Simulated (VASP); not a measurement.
Input of a VASP 6.6.1 run:

File INCAR:

```
PREC = Accurate ; ENCUT = 520
EDIFF = 1E-6 ; ISMEAR = 0
SIGMA = 0.15 ; LREAL = F
LASPH = T ; NELM = 60
ALGO = Normal ; ISIF = 2
LWAVE = F ; LCHARG = F
GGA = PE ; NBANDS = 14
```

The input KPOINTS:

```
regular mesh
0
Gamma
  18 18 18
```

POSCAR

```
HfC
1.0
    0.0217387500      2.3250000000      2.3250000000
    2.3467387500      0.0000000000      2.3467387500
    2.3250000000      2.3250000000      0.0217387500
Hf C
1 1
Direct
    0.5000000000      0.5000000000      0.5000000000
    0.0000000000      0.0000000000      0.0000000000
```

Potentials or basis: VASP PAW PBE potentials, release 64 (Hf_pv, C).

Launch:

```sh
$ cat potpaw_PBE.64/Hf_pv/POTCAR potpaw_PBE.64/C/POTCAR > POTCAR
$ mpirun -np 1 vasp_std > vasp.out
```

**Question.** What does it give for the band gap on the k mesh?

**Answer.** Zero (bands 7 and 8 overlap by 1.48 eV).

**Question.** What does it give for the pressure?

**Answer.** -0.4 GPa.

Stress tensor (GPa, compression positive):
```
-0.42  0.00 -3.20
 0.00 -0.46  0.00
-3.20  0.00 -0.42
```

Caveat: the cell differs from its parent crystal (strain +0.0187 x Voigt [0, 0, 0, 0, 1, 0]); spin-orbit coupling is left out, which moves the levels of the heavy elements.
